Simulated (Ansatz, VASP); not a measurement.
## Two plane-wave programs on Ga7As9

```
CELL_PARAMETERS angstrom
0.00000 5.74538 -5.74538
5.74538 5.74538 0.00000
5.74538 0.00000 -5.74538
ATOMIC_POSITIONS crystal
As 0.49904 0.51377 0.98697
As 0.37607 0.37330 0.37356
As 0.37314 0.87307 0.37751
As 0.87364 0.37294 0.37863
As 0.87509 0.87307 0.37754
As 0.36827 0.37063 0.87352
As 0.36479 0.90328 0.86602
As 0.88651 0.37057 0.87359
As 0.87376 0.87449 0.87675
Ga 0.50042 0.99928 0.00462
Ga 0.99634 0.50062 0.00564
Ga 0.99456 0.99920 0.00459
Ga 0.50005 0.49911 0.49888
Ga 0.50171 0.00039 0.49497
Ga 0.00091 0.49904 0.49888
Ga 0.99887 0.99896 0.50219
```

Alike in both runs: functional PBE; k mesh 3 × 3 × 3; occupations gaussian, width 0.02 eV; no spin polarisation.

Ansatz relaxed the structure, and its values are those at the end. VASP's run is a single point on that final structure, the one shown.

|  | VASP | Ansatz |
| --- | --- | --- |
| version | VASP 6.6.1 | Ansatz 0.2.0 |
| potentials or method | VASP PAW PBE potentials, release 64 (As, Ga_d), cutoff 520 eV | scalar-relativistic, plane waves, PAW |
| valence electrons in the cell | 136 | 226 |

```csv
,VASP,Ansatz,Ansatz less VASP
gap on the k mesh at the Fermi level (eV),none,none,-
rms of the force components (eV/Å),0.005,0.001,-0.0036
```

A gap of «none» marks a metal or a gap that the smearing closes. VASP's potentials hold 136 valence electrons a cell and Ansatz's 226, so a difference there can come from the potentials and not from the codes.
